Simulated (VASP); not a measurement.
**Ir: single point with LDA**

Crystal: Ir.

```
Ir
1.0
     2.70529    0.00000    0.00000
    -1.35265    2.34285    0.00000
     0.00000    0.00000    4.38586
Ir
2
Cartesian
  1.3526 0.7810 3.2894
  0.0000 1.5619 1.0965
```

```
Program             : VASP 6.6.1
Task                : single point
Functional          : LDA
Potentials or basis : VASP PAW LDA potentials, release 64 (Ir)
Cutoff              : 520 eV
k mesh              : 18 × 18 × 10
Occupations         : gaussian, width 0.1 eV
Spin                : no spin polarisation
```

```
Pressure               : 2.6 GPa
Band gap on the k mesh : zero (band 9 reaches 11.77 eV, above the bottom of band 10 at 8.30 eV)
```

Levels at points of the mesh, in eV from the Fermi level:
```csv
k point,band 5,band 6,band 7,band 8,band 9,band 10,band 11,band 12,band 13,band 14
"(0.00, 0.00, 0.00)",-3.99,-3.31,-3.31,-2.48,-2.48,-0.83,0.27,0.27,7.25,14.23
"(0.50, 0.00, 0.00)",-3.69,-3.54,-3.10,0.73,1.01,1.17,3.04,4.53,8.37,10.48
"(0.00, 0.00, 0.50)",-4.12,-4.12,-4.12,-4.12,-0.50,-0.50,-0.50,-0.50,13.66,13.66
"(0.50, 0.00, 0.50)",-2.23,-2.23,-1.01,-1.01,0.99,0.99,2.07,2.07,7.86,7.86
```

Run time: 54 s on 1 thread of Intel(R) Xeon(R) Platinum 8259CL CPU @ 2.50GHz (Skylake/Cascade Lake), with other jobs on the host, peak memory 0.2 GiB.

Caveat: spin-orbit coupling is left out, which moves the levels of the heavy elements.
